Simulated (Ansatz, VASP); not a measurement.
## SnTe in VASP and in Ansatz

INCAR

```
PREC = Accurate
ENCUT = 520
EDIFF = 1E-7
ISMEAR = 0
SIGMA = 0.01
LREAL = False
LASPH = True
NELM = 80
ALGO = Normal
ISIF = 2
LWAVE = False
LCHARG = False
GGA = PS
NBANDS = 17
```

KPOINTS

```
regular mesh
0
Gamma
  10 10 10
```

The input POSCAR:

```
SnTe
1.0
    0.0000000000      3.2455137254      3.2455137254
    3.2455137254      0.0000000000      3.2455137254
    3.2455137254      3.2455137254      0.0000000000
Sn Te
1 1
Direct
    0.0000000000      0.0000000000      0.0000000000
    0.5000000000      0.5000000000      0.5000000000
```

Input for Ansatz:

```yaml
crystal:
  lattice:
    - [0.0, 3.2455137254, 3.2455137254]
    - [3.2455137254, 0.0, 3.2455137254]
    - [3.2455137254, 3.2455137254, 0.0]
  atoms:
    - { symbol: Sn, position: [0.0, 0.0, 0.0] }
    - { symbol: Te, position: [0.5, 0.5, 0.5] }
basis:
  ecutwfc: 420
kpoints:
  mp_grid: { grid: [10, 10, 10] }
hamiltonian:
  xc: pbesol
scf:
  occupations: { method: gaussian, width: 0.01 }
output:
  forces: true
  stress: true
  eigenvalues: true
```

Alike in both runs: task single point; functional PBEsol; k mesh 10 × 10 × 10; occupations gaussian, width 0.01 eV; no spin polarisation.

|  | VASP | Ansatz |
| --- | --- | --- |
| version | VASP 6.6.1 | Ansatz 0.2.0 |
| potentials or method | VASP PAW PBE potentials, release 64 (Sn_d, Te), cutoff 520 eV | scalar-relativistic, plane waves, PAW |
| valence electrons in the cell | 20 | 30 |

|  | VASP | Ansatz | Ansatz less VASP |
| --- | --- | --- | --- |
| gap on the k mesh at the Fermi level (eV) | 0.10 | 0.10 | +0.001 |
| least direct gap on the mesh (eV) | 0.10 | 0.10 | +0.001 |
| pressure (GPa) | -3.6 | -3.6 | 0.00 |

VASP's potentials were made for PBE, not for PBEsol. VASP's potentials hold 20 valence electrons a cell and Ansatz's 30, so a difference there can come from the potentials and not from the codes.

Spin-orbit coupling is off throughout.
